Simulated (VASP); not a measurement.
Pb:

```
Pb
1.0
     0.00000    2.44157    2.44157
     2.44157    0.00000    2.44157
     2.44157    2.44157    0.00000
Pb
1
Direct
  0.00000 0.00000 0.00000
```

Program: VASP 6.6.1. Alike in all runs: task single point; potentials or basis VASP PAW PBE potentials, release 64 (Pb_d); cell as given.

Task: Order these runs on this cell by their pressure, lowest first.
A. level pbe exchange, lyp correlation; spin collinear, zero start; fixed moment (μB) 0.0; k mesh 9 × 9 × 9; cutoff (eV) 500; smearing tetrahedron
B. level BHLYP; spin off; k mesh 5 × 5 × 5; cutoff (eV) 520; smearing fermi-dirac 0.05 eV; grid for exact exchange (PRECFOCK) Normal; share of exact exchange 0.5
C. level RPBE+D3(BJ); spin non-collinear, zero start, SOC; k mesh 7 × 7 × 7; cutoff (eV) 520; smearing methfessel-paxton 0.01 eV
D. level PBEsol-based screened hybrid with 25 % exact exchange; spin off; k mesh 5 × 5 × 5; cutoff (eV) 520; smearing fermi-dirac 0.05 eV; grid for exact exchange (PRECFOCK) Normal; share of exact exchange 0.25; screening parameter 0.207 1/Å

Result: C (-15.3 GPa), D (0.6 GPa), B (4.8 GPa), A (8.9 GPa).

Caveats: some runs use coarse meshes; the PAW data sets were made with another functional, which shifts forces and pressure a little; the cell stands under tension (at least some runs); the cell stands under pressure (at least some runs); the total moment is fixed, so each spin has its own Fermi level (at least some runs).
